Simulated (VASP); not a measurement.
# CdSe (I-4m2) in VASP: single point with HSE06

Aim: the single point of CdSe with HSE06.

Everything below comes from runs of VASP 6.6.1. Logs are shortened: lines on timing, memory, paths and dates and some standing lists are left out, and cuts for length are marked.

## (1) The cell of the first run

Symmetry: I-4m2, No. 119, tetragonal system. The conventional cell has a = 4.258 Å, b = 4.258 Å, c = 6.168 Å, α = 90.00°, β = 90.00°, γ = 90.00°. Within 3.5 Å of Cd (site symmetry -4m2) lie 4 Se at 2.63 Å. Within 3.5 Å of Se (site symmetry -4m2) lie 4 Cd at 2.63 Å.

## (2) Single point, HSE06

POSCAR

```
CdSe
1.0
    0.0000000000      3.0106624253      3.0842045996
    3.0106624253      0.0000000000      3.0842045996
    3.0106624253      3.0106624253      0.0000000000
Cd Se
1 1
Direct
    0.0000000000      0.0000000000      0.0000000000
    0.2500000000      0.2500000000      0.2500000000
```

INCAR.step1

```
  PREC = Accurate
  ENCUT = 400
  EDIFF = 1E-5
  ISMEAR = 0
  SIGMA = 0.01
  LREAL = False
  LASPH = True
  NELM = 120
  ALGO = Normal
  ISIF = 2
  LWAVE = True
  LCHARG = False
  GGA = PE
  NBANDS = 16
  GGA_COMPAT = False
```

INCAR.step2

```
  PREC = Accurate
  ENCUT = 400
  EDIFF = 1E-6
  ISMEAR = 0
  SIGMA = 0.01
  LREAL = False
  LASPH = True
  NELM = 120
  ALGO = Normal
  ISIF = 2
  LWAVE = False
  LCHARG = False
  GGA = PE
  LHFCALC = True
  HFSCREEN = 0.2079
  PRECFOCK = Normal
  ISTART = 1
  NBANDS = 16
  GGA_COMPAT = False
```

KPOINTS

```
regular mesh
0
Gamma
  6 6 6
```

Potentials or basis: VASP PAW PBE potentials, release 64 (Cd, Se).

Run with:

```
cat potpaw_PBE.64/Cd/POTCAR potpaw_PBE.64/Se/POTCAR > POTCAR
cp INCAR.step1 INCAR
mpirun -np 1 vasp_std > vasp.out
cp INCAR.step2 INCAR
mpirun -np 1 vasp_std > vasp.out
```

OUTCAR:

```text
PREC = Accurate
   ENCUT = 400
   EDIFF = 1E-6
   ISMEAR = 0
   LREAL = False
   LASPH = True
   NELM = 120
   ISIF = 2
   GGA = PE
   LHFCALC = True
   HFSCREEN = 0.2079
   PRECFOCK = Normal
   ISTART = 1

 ion  position               nearest neighbor table
   1  0.000  0.000  0.000-   2 2.63   2 2.63   2 2.63   2 2.63
   2  0.250  0.250  0.250-   1 2.63   1 2.63   1 2.63   1 2.63

  LATTYP: Found a body centered tetragonal cell.
 ALAT       =     4.2577196336
 C/A-ratio  =     1.4487588968

  Lattice vectors:

 A1 = (  -3.0106624253,   0.0000000000,   3.0842045996)
 A2 = (   3.0106624253,   0.0000000000,   3.0842045996)
 A3 = (   0.0000000000,   3.0106624253,  -3.0842045996)

Analysis of symmetry for initial positions (statically):
=====================================================================
 Subroutine PRICEL returns:
 Original cell was already a primitive cell.

 Routine SETGRP: Setting up the symmetry group for a
 body centered tetragonal supercell.

 Subroutine GETGRP returns: Found  8 space group operations
 (whereof  8 operations were pure point group operations)
 out of a pool of 16 trial point group operations.

The static configuration has the point symmetry D_2d.

Analysis of symmetry for dynamics (positions and initial velocities):
=====================================================================
 Subroutine PRICEL returns:
 Original cell was already a primitive cell.

 Routine SETGRP: Setting up the symmetry group for a
 body centered tetragonal supercell.

 Subroutine GETGRP returns: Found  8 space group operations
 (whereof  8 operations were pure point group operations)
 out of a pool of 16 trial point group operations.

The dynamic configuration has the point symmetry D_2d.

 Subroutine INISYM returns: Found  8 space group operations
 (whereof  8 operations are pure point group operations),
 and found     1 'primitive' translations

----------------------------------------------------------------------------------------

                                     Primitive cell

  volume of cell :      55.9110

  direct lattice vectors                    reciprocal lattice vectors
     0.000000000  3.010662425  3.084204600    -0.166076408  0.166076408  0.162116352
     3.010662425  0.000000000  3.084204600     0.166076408 -0.166076408  0.162116352
     3.010662425  3.010662425  0.000000000     0.166076408  0.166076408 -0.162116352

  length of vectors
     4.310035528  4.310035528  4.257719634     0.285384754  0.285384754  0.285384754

  position of ions in fractional coordinates (direct lattice)
     0.000000000  0.000000000  0.000000000
     0.250000000  0.250000000  0.250000000

  ion indices of the primitive-cell ions
   primitive index   ion index
                 1           1
                 2           2

----------------------------------------------------------------------------------------

 KPOINTS: regular mesh

Automatic generation of k-mesh.
 Grid dimensions read from file:
 generate k-points for:    6    6    6

 Generating k-lattice:

  Cartesian coordinates                     Fractional coordinates (reciprocal lattice)
    -0.027679401  0.027679401  0.027019392     0.166666667  0.000000000  0.000000000
     0.027679401 -0.027679401  0.027019392     0.000000000  0.166666667  0.000000000
     0.027679401  0.027679401 -0.027019392     0.000000000  0.000000000  0.166666667

  Length of vectors
     0.047564126  0.047564126  0.047564126

  Shift w.r.t. Gamma in fractional coordinates (k-lattice)
     0.000000000  0.000000000  0.000000000

 Subroutine IBZKPT returns following result:
 ===========================================

 Found     30 irreducible k-points:

 Following reciprocal coordinates:
            Coordinates               Weight
  0.000000  0.000000  0.000000      1.000000
  0.166667 -0.000000  0.000000      8.000000
  0.333333 -0.000000  0.000000      8.000000
  0.500000  0.000000  0.000000      4.000000
  0.166667  0.166667  0.000000      2.000000
  0.333333  0.166667  0.000000      8.000000
[... 16 lines left out ...]
  0.333333  0.000000  0.333333      4.000000
  0.500000 -0.000000  0.333333     16.000000
 [... further k-points ...]
   k-points           NKPTS =     30   k-points in BZ     NKDIM =    216   number of bands    NBANDS=     16
   number of dos      NEDOS =    301   number of ions     NIONS =      2
   total plane-waves  NPLWV =  21952
   dimension x,y,z NGX =    28 NGY =   28 NGZ =   28
   dimension x,y,z NGXF=    56 NGYF=   56 NGZF=   56
   ions per type =               1   1
   NGX,Y,Z   is equivalent  to a cutoff of  10.80, 10.80, 10.93 a.u.
   NGXF,Y,Z  is equivalent  to a cutoff of  21.60, 21.60, 21.87 a.u.
 SYSTEM =  unknown system
   PREC   = accura    normal or accurate (medium, high low for compatibility)
   ISTART =      1    job   : 0-new  1-cont  2-samecut
   ICHARG =      0    charge: 1-file 2-atom 10-const
   ISPIN  =      1    spin polarized calculation?
   LNONCOLLINEAR =      F non collinear calculations
   LSORBIT =      F    spin-orbit coupling
   LASPH  =      T    aspherical Exc in radial PAW
   ENCUT  =  400.0 eV  29.40 Ry    5.42 a.u.   7.03  7.03  6.94*2*pi/ulx,y,z
   NELM   =    120;   NELMIN=  2; NELMDL=  0     # of ELM steps
   EDIFF  = 0.1E-05   stopping-criterion for ELM
   LREAL  =      F    real-space projection
   EDIFFG = 0.1E-04   stopping-criterion for IOM
   NSW    =      0    number of steps for IOM
   IBRION =     -1    ionic relax: 0-MD 1-quasi-New 2-CG
   NFREE  =      0    steps in history (QN), initial steepest desc. (CG)
   ISIF   =      2    stress and relaxation
   ISYM   =      3    0-nonsym 1-usesym 2-fastsym
   POTIM  = 0.5000    time-step for ionic-motion
   TEBEG  =    0.0;   TEEND  =   0.0 temperature during run
   PSTRESS=    0.0 pullay stress
   NELECT =      18.0000    total number of electrons
   NUPDOWN=      -1.0000    fix difference up-down
   EMIN   =  10.00;   EMAX   =-10.00  energy-range for DOS
   EFERMI =   0.00;   METHOD = LEGACY
   ISMEAR =     0;   SIGMA  =   0.01  broadening in eV -4-tet -1-fermi 0-gaus
   EFERMI_NEDOS =   21; number of points for ismear=-14 and -15
   IALGO  =     38    algorithm
   IMIX   =      1    mixing-type and parameters
     AMIX     =   0.40;   BMIX     =  1.00
     AMIX_MAG =   1.60;   BMIX_MAG =  1.00
  volume/ion in A,a.u.               =      27.96       188.65
  Fermi-wavevector in a.u.,A,eV,Ry     =   1.122018  2.120307 17.128712  1.258925
  Thomas-Fermi vector in A             =   2.258676
   LORBIT       =      0    0 simple, 1 ext, 2 COOP (PROOUT), +10 PAW based schemes
   GGA     = PE    functional components
   LHFCALC =     T    Hartree Fock is set to
   PRECFOCK=normal    Normal, Fast or Accurate (Low or Medium for compatibility)
   ENCUT4O =  -1.0   cutoff for four orbital integrals eV
   NKREDX  =     1    reduce k-point grid by
   NKREDY  =     1    reduce k-point grid by
   NKREDZ  =     1    reduce k-point grid by
   AEXX    =    0.2500 exact exchange contribution
   HFSCREEN=    0.2079 screening length (either q_TF or 0.3 A-1)
   HFSCREENC=   0.2079 screening length for correlation (either q_TF or 0.3 A-1)
   ENCUTFOCK=  -1.0 apply spherical cutoff to Coloumb kernel
   IVDW    =     0    specifies the selected vdW correction
   LEPSILON=     F    determine dielectric tensor
   LRPA    =     F    only Hartree local field effects (RPA)
 non-spin polarized calculation
 Gauss-broadening in eV      SIGMA  =   0.01
  energy-cutoff  :      400.00
  volume of cell :       55.91
 maximum number of plane-waves:      1031
  NGX = 24; NGY = 24; NGZ = 24

 number of electron      18.0000003 magnetization

 Free energy of the ion-electron system (eV)
  ---------------------------------------------------
  ext. energy  EPLUGINS =         0.00000000
  ---------------------------------------------------
  free energy    TOTEN  =        -6.82677428 eV

  energy without entropy =       -6.82677428  energy(sigma->0) =       -6.82677428

 E-fermi :   0.4681     XC(G=0):  -7.4131

 val. band max:        0.4192319189   @ k =   0.0000   0.0000   0.0000
 cond. band min:       1.9549232932   @ k =   0.0000   0.0000   0.0000
 fundamental gap:      1.5356913743
 Fermi energy:         0.4680501110

 k-point     1 :       0.0000    0.0000    0.0000
  band No.  band energies     occupation
      1     -13.3467      2.00000
      2      -8.7618      2.00000
      3      -8.7508      2.00000
      4      -8.7508      2.00000
      5      -8.3746      2.00000
      6      -8.3696      2.00000
[... 8 lines left out ...]
     15      12.4476      0.00000
     16      12.8563      0.00000

 k-point     2 :       0.1667   -0.0000    0.0000
  band No.  band energies     occupation
      1     -13.2441      2.00000
      2      -8.7301      2.00000
      3      -8.7220      2.00000
      4      -8.6540      2.00000
      5      -8.3744      2.00000
      6      -8.3721      2.00000
[... 8 lines left out ...]
     15      11.7182      0.00000
     16      12.1016      0.00000

 k-point     3 :       0.3333   -0.0000    0.0000
  band No.  band energies     occupation
      1     -13.0377      2.00000
      2      -8.6822      2.00000
      3      -8.6725      2.00000
      4      -8.3661      2.00000
      5      -8.3646      2.00000
      6      -8.3208      2.00000
[... 8 lines left out ...]
     15      12.1001      0.00000
     16      12.1353      0.00000

 k-point     4 :       0.5000    0.0000    0.0000
  band No.  band energies     occupation
      1     -12.9349      2.00000
      2      -8.6650      2.00000
      3      -8.6536      2.00000
      4      -8.3556      2.00000
      5      -8.3477      2.00000
      6      -8.0333      2.00000
[... 8 lines left out ...]
     15      13.7515      0.00000
     16      13.9064      0.00000
[... 324 lines left out ...]
 k-point    22 :      -0.3333    0.5000    0.1667
  band No.  band energies     occupation
      1     -12.8139      2.00000
      2      -8.5588      2.00000
      3      -8.5477      2.00000
      4      -8.4337      2.00000
      5      -8.3490      2.00000
      6      -7.8653      2.00000
[... 8 lines left out ...]
     15      14.4713      0.00000
     16      14.6975      0.00000

 k-point    23 :       0.3333    0.0000    0.3333
  band No.  band energies     occupation
      1     -12.9356      2.00000
      2      -8.5775      2.00000
      3      -8.5597      2.00000
      4      -8.5333      2.00000
      5      -8.3306      2.00000
      6      -8.2210      2.00000
[... 8 lines left out ...]
     15      13.4751      0.00000
     16      15.9068      0.00000

 k-point    24 :       0.5000   -0.0000    0.3333
  band No.  band energies     occupation
      1     -12.8369      2.00000
      2      -8.5773      2.00000
      3      -8.5334      2.00000
      4      -8.4756      2.00000
      5      -8.3297      2.00000
      6      -7.9577      2.00000
[... 8 lines left out ...]
     15      14.1577      0.00000
     16      15.0051      0.00000

 [... further k-points ...]

------------------------ aborting loop because EDIFF is reached ----------------------------------------

  FORCE on cell =-STRESS in cart. coord.  units (eV):
  Direction    XX          YY          ZZ          XY          YZ          ZX
  --------------------------------------------------------------------------------------
  -------------------------------------------------------------------------------------
  Total        0.6548963      0.6548963      0.5031017      0.0000000      0.0000000      0.0000000
  in kB       18.7666094     18.7666094     14.4168063      0.0000000      0.0000000      0.0000000
  external PRESSURE =      17.3166750 kB  Pullay stress =       0.0000000 kB

 VOLUME and BASIS-vectors are now :
 -----------------------------------------------------------------------------
  energy-cutoff  :      400.00
  volume of cell :       55.91
      direct lattice vectors                 reciprocal lattice vectors
     0.000000000  3.010662425  3.084204600    -0.166076408  0.166076408  0.162116352
     3.010662425  0.000000000  3.084204600     0.166076408 -0.166076408  0.162116352
     3.010662425  3.010662425  0.000000000     0.166076408  0.166076408 -0.162116352

 POSITION                                       TOTAL-FORCE (eV/Angst)
 -----------------------------------------------------------------------------------
      0.00000      0.00000      0.00000         0.000000      0.000000      0.000000
      1.50533      1.50533      1.54210        -0.000000     -0.000000     -0.000000
 -----------------------------------------------------------------------------------
    total drift:                               -0.000000     -0.000000      0.000006

  FREE ENERGIE OF THE ION-ELECTRON SYSTEM (eV)
  ---------------------------------------------------
  free  energy   TOTEN  =        -6.8267742752 eV

  energy  without entropy=       -6.8267742752  energy(sigma->0) =       -6.82677428
```

It took 2 h on 1 thread of Intel Xeon 8259CL, shared host; peak memory 0.29 GiB.

Results:

```
Free energy            : -6.8268 eV
Pressure               : 1.7 GPa
Band gap on the k mesh : 1.54 eV
```

Levels at points of the mesh, in eV from the valence-band top:
```csv
k point,band 7,band 8,band 9,band 10,band 11,band 12
"(0.00, 0.00, 0.00)",-0.08,0.00,0.00,1.54,6.96,6.96
"(0.50, 0.00, 0.00)",-4.74,-0.89,-0.78,3.36,7.36,7.54
"(0.50, 0.50, 0.00)",-4.50,-1.95,-1.95,3.97,4.87,10.19
"(0.50, 0.00, 0.50)",-4.35,-2.09,-2.04,3.89,4.65,10.42
```

Caveat: the PAW data sets were made with another functional, which shifts forces and pressure a little.
